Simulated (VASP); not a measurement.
In2O3, 10 atoms in the cell. It takes space group R-3c (No. 167, trigonal). Conventional cell: a = 5.498 Å, b = 5.498 Å, c = 14.483 Å, α = 90.00°, β = 90.00°, γ = 120.00°. Within 2.8 Å of In (site symmetry 3) lie 6 O at 2.12 to 2.25 Å. O (site symmetry 2) has 4 In at 2.12 to 2.25 Å and 8 O at 2.82 to 3.10 Å within 3.1 Å. 

* Program: VASP 6.6.1
* Task: single point
* Functional: r2SCAN
* Dispersion: rVV10
* Potentials or basis: VASP PAW PBE potentials, release 64 (In_d, O)
* Cutoff: 520 eV
* k mesh: 6 × 6 × 6
* Occupations: fermi-dirac, width 0.05 eV
* Spin: no spin polarisation
* Dipole correction: no
* Further INCAR settings: ALGO = Normal; EDIFF = 1e-06; NBANDS = 55

Potentials or basis: VASP PAW PBE potentials, release 64 (In_d, O).

Launch:

```bash
$ cat potpaw_PBE.64/In_d/POTCAR potpaw_PBE.64/O/POTCAR > POTCAR
$ cp INCAR.step1 INCAR
$ mpirun -np 1 vasp_std > vasp.out
$ cp INCAR.step2 INCAR
$ mpirun -np 1 vasp_std > vasp.out
```

Hardware: 1 thread of Intel(R) Xeon(R) 6975P-C (Granite Rapids) (shared host).

Question: Estimate the wall time of this run.

Answer: It took 17 min on 1 thread of Intel(R) Xeon(R) 6975P-C (Granite Rapids), with other jobs on the host, peak memory 0.84 GiB. Counts: k points 32.
